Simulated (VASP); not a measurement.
# Ge (I4_1/amd) in VASP: further runs

Runs on Ge. Level: LDA. Tasks: relaxation of the atoms.

Everything below comes from runs of VASP 6.6.1. Logs are shortened: lines on timing, memory, paths and dates and some standing lists are left out, and cuts for length are marked.

## Step 1: The cell of the first run

Symmetry: I4_1/amd, No. 141, tetragonal system. Conventional cell: a = 4.032 Å, b = 4.032 Å, c = 5.603 Å, α = 90.00°, β = 90.00°, γ = 90.00°. Within 3.2 Å of Ge (site symmetry -4m2) lie 4 Ge at 2.45 Å.

## Step 2: Relaxation of the atoms, LDA

INCAR reads:

```
PREC = Accurate ; ENCUT = 520
EDIFF = 1E-6 ; ISMEAR = 0
SIGMA = 0.05 ; LREAL = F
LASPH = T ; NELM = 60
ALGO = Normal ; ISIF = 2
LWAVE = F ; LCHARG = F
GGA = CA ; IBRION = 2
NSW = 80 ; EDIFFG = -0.005
```

KPOINTS reads:

```
regular mesh
0
Gamma
  12 12 12
```

POSCAR reads:

```
Ge
1.0
    0.0000000000      2.8507250000      2.8016569231
    2.8507250000      0.0000000000      2.8016569231
    2.8507250000      2.8507250000      0.0000000000
Ge
2
Direct
    0.0000000000      0.0000000000      0.0000000000
    0.2500000000      0.2500000000      0.2500000000
```

Potentials or basis: VASP PAW LDA potentials, release 64 (Ge_d).

On the command line:

```
$ cat potpaw_LDA.64/Ge_d/POTCAR > POTCAR
$ mpirun -np 1 vasp_std > vasp.out
```

OUTCAR:

```text
PREC = Accurate
   ENCUT = 520
   EDIFF = 1E-6
   ISMEAR = 0
   LREAL = F
   LASPH = T
   NELM = 60
   ISIF = 2
   GGA = CA
   IBRION = 2
   NSW = 80
   EDIFFG = -0.005

 ion  position               nearest neighbor table
   1  0.000  0.000  0.000-   2 2.45   2 2.45   2 2.45   2 2.45
   2  0.250  0.250  0.250-   1 2.45   1 2.45   1 2.45   1 2.45

  LATTYP: Found a body centered tetragonal cell.
 ALAT       =     4.0315339576
 C/A-ratio  =     1.3898714249

  Lattice vectors:

 A1 = (   0.0000000000,  -2.8507250000,  -2.8016569231)
 A2 = (   0.0000000000,   2.8507250000,  -2.8016569231)
 A3 = (   2.8507250000,   0.0000000000,   2.8016569231)

Analysis of symmetry for initial positions (statically):
=====================================================================
 Subroutine PRICEL returns:
 Original cell was already a primitive cell.

 Routine SETGRP: Setting up the symmetry group for a
 body centered tetragonal supercell.

 Subroutine GETGRP returns: Found 16 space group operations
 (whereof  8 operations were pure point group operations)
 out of a pool of 16 trial point group operations.

The static configuration has the point symmetry D_2d.
 The point group associated with its full space group is D_4h.

Analysis of symmetry for dynamics (positions and initial velocities):
=====================================================================
 Subroutine PRICEL returns:
 Original cell was already a primitive cell.

 Routine SETGRP: Setting up the symmetry group for a
 body centered tetragonal supercell.

 Subroutine GETGRP returns: Found 16 space group operations
 (whereof  8 operations were pure point group operations)
 out of a pool of 16 trial point group operations.

The dynamic configuration has the point symmetry D_2d.
 The point group associated with its full space group is D_4h.

 Subroutine INISYM returns: Found 16 space group operations
 (whereof  8 operations are pure point group operations),
 and found     1 'primitive' translations

----------------------------------------------------------------------------------------

                                     Primitive cell

  volume of cell :      45.5361

  direct lattice vectors                    reciprocal lattice vectors
     0.000000000  2.850725000  2.801656923    -0.175393979  0.175393979  0.178465820
     2.850725000  0.000000000  2.801656923     0.175393979 -0.175393979  0.178465820
     2.850725000  2.850725000  0.000000000     0.175393979  0.175393979 -0.178465820

  length of vectors
     3.996988184  3.996988184  4.031533958     0.305575104  0.305575104  0.305575104

  position of ions in fractional coordinates (direct lattice)
     0.000000000  0.000000000  0.000000000
     0.250000000  0.250000000  0.250000000

  ion indices of the primitive-cell ions
   primitive index   ion index
                 1           1
                 2           2

----------------------------------------------------------------------------------------

 KPOINTS: regular mesh

Automatic generation of k-mesh.
 Grid dimensions read from file:
 generate k-points for:   12   12   12

 Generating k-lattice:

  Cartesian coordinates                     Fractional coordinates (reciprocal lattice)
    -0.014616165  0.014616165  0.014872152     0.083333333 -0.000000000  0.000000000
     0.014616165 -0.014616165  0.014872152    -0.000000000  0.083333333  0.000000000
     0.014616165  0.014616165 -0.014872152     0.000000000  0.000000000  0.083333333

  Length of vectors
     0.025464592  0.025464592  0.025464592

  Shift w.r.t. Gamma in fractional coordinates (k-lattice)
     0.000000000  0.000000000  0.000000000

 Subroutine IBZKPT returns following result:
 ===========================================

 Found    163 irreducible k-points:

 Following reciprocal coordinates:
            Coordinates               Weight
  0.000000  0.000000  0.000000      1.000000
  0.083333  0.000000  0.000000      8.000000
  0.166667  0.000000  0.000000      8.000000
  0.250000  0.000000  0.000000      8.000000
  0.333333  0.000000  0.000000      8.000000
  0.416667 -0.000000  0.000000      8.000000
[... 16 lines left out ...]
  0.500000  0.166667  0.000000      8.000000
 -0.416667  0.166667  0.000000      8.000000
 [... further k-points ...]
   k-points           NKPTS =    163   k-points in BZ     NKDIM =    163   number of bands    NBANDS=     18
   number of dos      NEDOS =    301   number of ions     NIONS =      2
   total plane-waves  NPLWV =  27000
   dimension x,y,z NGX =    30 NGY =   30 NGZ =   30
   dimension x,y,z NGXF=    60 NGYF=   60 NGZF=   60
   ions per type =               2
   NGX,Y,Z   is equivalent  to a cutoff of  12.48, 12.48, 12.37 a.u.
   NGXF,Y,Z  is equivalent  to a cutoff of  24.96, 24.96, 24.74 a.u.
 SYSTEM =  unknown system
   PREC   = accura    normal or accurate (medium, high low for compatibility)
   ISTART =      0    job   : 0-new  1-cont  2-samecut
   ICHARG =      2    charge: 1-file 2-atom 10-const
   ISPIN  =      1    spin polarized calculation?
   LNONCOLLINEAR =      F non collinear calculations
   LSORBIT =      F    spin-orbit coupling
   LASPH  =      T    aspherical Exc in radial PAW
   ENCUT  =  520.0 eV  38.22 Ry    6.18 a.u.   7.43  7.43  7.50*2*pi/ulx,y,z
   NELM   =     60;   NELMIN=  2; NELMDL= -5     # of ELM steps
   EDIFF  = 0.1E-05   stopping-criterion for ELM
   LREAL  =      F    real-space projection
   EDIFFG = -.5E-02   stopping-criterion for IOM
   NSW    =     80    number of steps for IOM
   IBRION =      2    ionic relax: 0-MD 1-quasi-New 2-CG
   NFREE  =      1    steps in history (QN), initial steepest desc. (CG)
   ISIF   =      2    stress and relaxation
   ISYM   =      2    0-nonsym 1-usesym 2-fastsym
   POTIM  = 0.5000    time-step for ionic-motion
   TEBEG  =    0.0;   TEEND  =   0.0 temperature during run
   PSTRESS=    0.0 pullay stress
   NELECT =      28.0000    total number of electrons
   NUPDOWN=      -1.0000    fix difference up-down
   EMIN   =  10.00;   EMAX   =-10.00  energy-range for DOS
   EFERMI =   0.00;   METHOD = LEGACY
   ISMEAR =     0;   SIGMA  =   0.05  broadening in eV -4-tet -1-fermi 0-gaus
   EFERMI_NEDOS =   21; number of points for ismear=-14 and -15
   IALGO  =     38    algorithm
   IMIX   =      4    mixing-type and parameters
     AMIX     =   0.40;   BMIX     =  1.00
     AMIX_MAG =   1.60;   BMIX_MAG =  1.00
  volume/ion in A,a.u.               =      22.77       153.65
  Fermi-wavevector in a.u.,A,eV,Ry     =   1.392117  2.630719 26.367940  1.937989
  Thomas-Fermi vector in A             =   2.515890
   LORBIT       =      0    0 simple, 1 ext, 2 COOP (PROOUT), +10 PAW based schemes
   GGA     = CA    functional components
   LHFCALC =     F    Hartree Fock is set to
   AEXX    =    0.0000 exact exchange contribution
   IVDW    =     0    specifies the selected vdW correction
   LEPSILON=     F    determine dielectric tensor
   LRPA    =     F    only Hartree local field effects (RPA)
 conjugate gradient relaxation of ions
 non-spin polarized calculation
 Gauss-broadening in eV      SIGMA  =   0.05
  energy-cutoff  :      520.00
  volume of cell :       45.54
 maximum number of plane-waves:      1253
 NGX is ok and might be reduce to    30
   NGX = 15   NGY = 15   NGZ = 15

 number of electron      28.0000019 magnetization

 Free energy of the ion-electron system (eV)
  ---------------------------------------------------
  ext. energy  EPLUGINS =         0.00000000
  ---------------------------------------------------
  free energy    TOTEN  =       -10.38414510 eV

  energy without entropy =      -10.38409963  energy(sigma->0) =      -10.38412236

 E-fermi :   4.6607     XC(G=0): -10.2618

 val. band max:        4.6247247336   @ k =   0.0000   0.0000   0.0000
 cond. band min:       4.7112795865   @ k =   0.5000   0.0000   0.0000
 fundamental gap:      0.0865548529
 Fermi energy:         4.6606545751

 k-point     1 :       0.0000    0.0000    0.0000
  band No.  band energies     occupation
      1     -20.2660      2.00000
      2     -20.2617      2.00000
      3     -20.2617      2.00000
      4     -20.2277      2.00000
      5     -20.2260      2.00000
      6     -20.0219      2.00000
[... 10 lines left out ...]
     17       7.2223      0.00000
     18       7.2223      0.00000

 k-point     2 :       0.0833    0.0000    0.0000
  band No.  band energies     occupation
      1     -20.2691      2.00000
      2     -20.2659      2.00000
      3     -20.2616      2.00000
      4     -20.2218      2.00000
      5     -20.2205      2.00000
      6     -20.0273      2.00000
[... 10 lines left out ...]
     17       7.4407      0.00000
     18       7.5754      0.00000

 k-point     3 :       0.1667    0.0000    0.0000
  band No.  band energies     occupation
      1     -20.2764      2.00000
      2     -20.2733      2.00000
      3     -20.2589      2.00000
      4     -20.2103      2.00000
      5     -20.2093      2.00000
      6     -20.0377      2.00000
[... 10 lines left out ...]
     17       7.8944      0.00000
     18       8.7193      0.00000

 k-point     4 :       0.2500    0.0000    0.0000
  band No.  band energies     occupation
      1     -20.2828      2.00000
      2     -20.2792      2.00000
      3     -20.2546      2.00000
      4     -20.1991      2.00000
      5     -20.1984      2.00000
      6     -20.0466      2.00000
[... 10 lines left out ...]
     17       8.2729      0.00000
     18      10.1537      0.00000

 k-point     5 :       0.3333    0.0000    0.0000
  band No.  band energies     occupation
      1     -20.2869      2.00000
      2     -20.2827      2.00000
      3     -20.2503      2.00000
      4     -20.1911      2.00000
      5     -20.1907      2.00000
      6     -20.0526      2.00000
[... 10 lines left out ...]
     17       8.4485      0.00000
     18      11.5435      0.00000

 k-point     6 :       0.4167   -0.0000    0.0000
  band No.  band energies     occupation
      1     -20.2890      2.00000
      2     -20.2844      2.00000
      3     -20.2470      2.00000
      4     -20.1868      2.00000
      5     -20.1866      2.00000
      6     -20.0555      2.00000
[... 10 lines left out ...]
     17       8.4582      0.00000
     18      11.7150      0.00000

 k-point     7 :       0.5000    0.0000    0.0000
  band No.  band energies     occupation
      1     -20.2896      2.00000
      2     -20.2848      2.00000
      3     -20.2458      2.00000
      4     -20.1856      2.00000
      5     -20.1854      2.00000
      6     -20.0563      2.00000
[... 10 lines left out ...]
     17       8.4433      0.00000
     18      11.6379      0.00000

 k-point     8 :       0.0833    0.0833    0.0000
  band No.  band energies     occupation
      1     -20.2692      2.00000
      2     -20.2642      2.00000
      3     -20.2642      2.00000
      4     -20.2237      2.00000
      5     -20.2157      2.00000
      6     -20.0357      2.00000
[... 10 lines left out ...]
     17       7.8242      0.00000
     18       7.8242      0.00000
[... 229 lines left out ...]
     17       9.0470      0.00000
     18       9.0470      0.00000

 k-point    20 :       0.2500    0.1667    0.0000
  band No.  band energies     occupation
      1     -20.2818      2.00000
      2     -20.2754      2.00000
      3     -20.2624      2.00000
      4     -20.2024      2.00000
      5     -20.1785      2.00000
      6     -20.0811      2.00000
[... 10 lines left out ...]
     17       9.5850      0.00000
     18       9.6261      0.00000

 k-point    21 :       0.3333    0.1667    0.0000
  band No.  band energies     occupation
      1     -20.2918      2.00000
      2     -20.2804      2.00000
      3     -20.2504      2.00000
      4     -20.1914      2.00000
      5     -20.1679      2.00000
      6     -20.0909      2.00000
[... 10 lines left out ...]
     17       9.5858      0.00000
     18       9.8705      0.00000

 k-point    22 :       0.4167    0.1667    0.0000
  band No.  band energies     occupation
      1     -20.2996      2.00000
      2     -20.2846      2.00000
      3     -20.2377      2.00000
      4     -20.1811      2.00000
      5     -20.1637      2.00000
      6     -20.0928      2.00000
[... 10 lines left out ...]
     17       9.7838      0.00000
     18       9.8421      0.00000

 k-point    23 :       0.5000    0.1667    0.0000
  band No.  band energies     occupation
      1     -20.3042      2.00000
      2     -20.2881      2.00000
      3     -20.2272      2.00000
      4     -20.1723      2.00000
      5     -20.1671      2.00000
      6     -20.0861      2.00000
[... 10 lines left out ...]
     17       9.5575      0.00000
     18      10.8529      0.00000

 k-point    24 :      -0.4167    0.1667    0.0000
  band No.  band energies     occupation
      1     -20.3051      2.00000
      2     -20.2906      2.00000
      3     -20.2224      2.00000
      4     -20.1755      2.00000
      5     -20.1660      2.00000
      6     -20.0727      2.00000
[... 10 lines left out ...]
     17       9.3159      0.00000
     18      12.0316      0.00000

 [... further k-points ...]
[... 5 lines left out ...]
  --------------------------------------------------------------------------------------
  -------------------------------------------------------------------------------------
  Total       -0.5622531     -0.5622531     -0.2136369      0.0000000      0.0000000      0.0000000
  in kB      -19.7827573    -19.7827573     -7.5167697      0.0000000      0.0000000      0.0000000
  external PRESSURE =     -15.6940948 kB  Pullay stress =       0.0000000 kB

 VOLUME and BASIS-vectors are now :
 -----------------------------------------------------------------------------
  energy-cutoff  :      520.00
  volume of cell :       45.54
      direct lattice vectors                 reciprocal lattice vectors
     0.000000000  2.850725000  2.801656923    -0.175393979  0.175393979  0.178465820
     2.850725000  0.000000000  2.801656923     0.175393979 -0.175393979  0.178465820
     2.850725000  2.850725000  0.000000000     0.175393979  0.175393979 -0.178465820

 POSITION                                       TOTAL-FORCE (eV/Angst)
 -----------------------------------------------------------------------------------
      0.00000      0.00000      0.00000         0.000000      0.000000     -0.000000
      1.42536      1.42536      1.40083        -0.000000     -0.000000      0.000000
 -----------------------------------------------------------------------------------
    total drift:                                0.000000     -0.000000      0.000000

  FREE ENERGIE OF THE ION-ELECTRON SYSTEM (eV)
  ---------------------------------------------------
  free  energy   TOTEN  =       -10.3841450964 eV

  energy  without entropy=      -10.3840996276  energy(sigma->0) =      -10.38412236

 reached required accuracy - stopping structural energy minimisation
```

It took 86 s on 1 thread of Oxide Virtual Turin-like, shared host; peak memory 0.19 GiB.

Results:

| Item | Value |
| --- | --- |
| Free energy | -10.3841 eV |
| Pressure after relaxing | -1.6 GPa |
| Band gap on the k mesh | 0.09 eV, indirect (least direct gap 0.13 eV) |

Final structure:
```
CELL_PARAMETERS angstrom
0.00000 2.85073 2.80166
2.85073 0.00000 2.80166
2.85073 2.85073 0.00000
ATOMIC_POSITIONS crystal
Ge 0.00000 0.00000 0.00000
Ge 0.25000 0.25000 0.25000
```

Caveat: the relaxation stopped at its first step, so nothing moved. A k mesh can miss the band edges.

## Step 3: Relaxation of the atoms, LDA

This run uses another cell than the first one, of 22.56 Å³/atom, 0.991 times its volume.

INCAR reads:

```
  PREC = Accurate
  ENCUT = 520
  EDIFF = 1E-6
  ISMEAR = 0
  SIGMA = 0.05
  LREAL = False
  LASPH = True
  NELM = 60
  ALGO = Normal
  ISIF = 2
  LWAVE = False
  LCHARG = False
  IBRION = 2
  NSW = 80
  EDIFFG = -0.005
```

KPOINTS reads:

```
Automatic mesh
0
Gamma
  12 12 12
```

POSCAR reads:

```
Ge
1.0
    0.0000000000      2.8295562500      2.8172892308
    2.8295562500      0.0000000000      2.8172892308
    2.8295562500      2.8295562500      0.0000000000
Ge
2
Direct
    0.0000000000      0.0000000000      0.0000000000
    0.2500000000      0.2500000000      0.2500000000
```

Potentials or basis: VASP PAW LDA potentials, release 64 (Ge_d).

On the command line:

```
$ cat potpaw_LDA.64/Ge_d/POTCAR > POTCAR
$ mpirun -np 1 vasp_std > vasp.out
```

Wall time 2.1 min (1 thread of Oxide Virtual Turin-like, shared host); peak memory 0.19 GiB.

Results (log left out):

```
Free energy             : -10.3893 eV
Pressure after relaxing : -1.0 GPa
Band gap on the k mesh  : 0.03 eV, direct
```

Stress tensor (GPa, compression positive):
```
-1.06  0.00  0.00
 0.00 -1.06  0.00
 0.00  0.00 -0.75
```

Final structure:
```cif
data_structure
_symmetry_space_group_name_H-M 'P 1'
_symmetry_Int_Tables_number 1
_cell_length_a 3.9929
_cell_length_b 3.9929
_cell_length_c 4.0016
_cell_angle_alpha 59.928
_cell_angle_beta 59.928
_cell_angle_gamma 60.144
_cell_volume 45.11
loop_
_atom_site_label
_atom_site_type_symbol
_atom_site_fract_x
_atom_site_fract_y
_atom_site_fract_z
_atom_site_occupancy
Ge1 Ge 0.00000 0.00000 0.00000 1
Ge2 Ge 0.25000 0.25000 0.25000 1
```

Levels at points of the mesh, in eV from the valence-band top:
```
           k point  band 11  band 12  band 13  band 14  band 15  band 16  band 17  band 18
(0.00, 0.00, 0.00)   -12.82    -0.10     0.00     0.00     0.03     2.53     2.55     2.55
(0.50, 0.00, 0.00)   -10.72    -7.64    -1.42    -1.38     0.09     3.72     3.75     6.98
(0.50, 0.50, 0.00)    -8.91    -8.91    -3.10    -3.10     0.65     0.65     9.45     9.45
(0.50, 0.00, 0.50)    -8.93    -8.93    -3.07    -3.07     0.68     0.68     9.45     9.45
```

Caveat: the relaxation stopped at its first step, so nothing moved. A k mesh can miss the band edges.
